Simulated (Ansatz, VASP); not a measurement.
This is a calculation of Ge for Ansatz 0.2.0.

input.yaml

```yaml
crystal:
  lattice:
    - [1.488052925, -2.59468961, 0.0]
    - [1.488052925, 2.59468961, 0.0]
    - [0.0, 0.0, 4.72759579]
  atoms:
    - { symbol: Ge, position: [0.33344663, 0.66655337, 0.25] }
    - { symbol: Ge, position: [0.66655337, 0.33344663, 0.75] }
hamiltonian:
  xc: pbe
  pseudopotentials: { kind: paw }
kpoints:
  mp_grid: { grid: [10, 10, 6] }
scf:
  occupations: { method: fermi_dirac, width: 0.05 }
output:
  forces: true
  stress: true
  eigenvalues: true
relax:
  f_tol: 0.01
  max_steps: 40
  cell: { stress_tol: 0.05 }
```

Potentials or basis: Ansatz PAW.

Command:

```sh
$ ansatz run input.yaml --threads 2 --pin off --max-ram 5632MiB --backend cpu --events-out ev --progress --plain --runs-dir out
```

Task: Translate it to VASP 6.6.1. Potentials there: VASP PAW PBE potentials, release 64 (Ge_d).

Result: As run (the cutoff follows the program's own potentials):

File INCAR:

```
SYSTEM = Ge
ALGO = Normal ; EDIFF = 1E-6
EDIFFG = -0.01 ; ENCUT = 600
GGA = PE ; IBRION = 2
ISIF = 3 ; ISMEAR = -1
LASPH = .TRUE. ; LCHARG = .FALSE.
LREAL = .FALSE. ; LWAVE = .FALSE.
NELM = 100 ; NSW = 60
PREC = Accurate ; SIGMA = 0.05
```

KPOINTS

```
k-points
0
G
  10 10 6
  0 0 0
```

POSCAR

```
Ge
1.0
    1.4880529250     -2.5946896100      0.0000000000
    1.4880529250      2.5946896100      0.0000000000
    0.0000000000      0.0000000000      4.7275957900
Ge
2
Direct
    0.3334466300      0.6665533700      0.2500000000
    0.6665533700      0.3334466300      0.7500000000
```

Potentials or basis: VASP PAW PBE potentials, release 64 (Ge_d).

Command:

```console
$ cat potpaw_PBE.64/Ge_d/POTCAR > POTCAR
$ mpirun -np 1 vasp_std > vasp.out
```

Both were run:

|  | VASP | Ansatz | Ansatz less VASP |
| --- | --- | --- | --- |
| gap on the k mesh at the Fermi level, each at its own relaxed structure (eV) | none | none | - |
| relaxed volume (Å³/atom) | 19.30 | 19.29 | -0.013 |
| relaxed length of the cell vector where the two differ most in proportion (Å) | 3.027 | 3.031 | +0.0043 |

A gap of «none» marks a metal or a gap that the smearing closes.

Noted on Ansatz's run: the plane-wave basis is chosen anew once the cell has moved, so the energies of steps on either side of that aren't comparable.
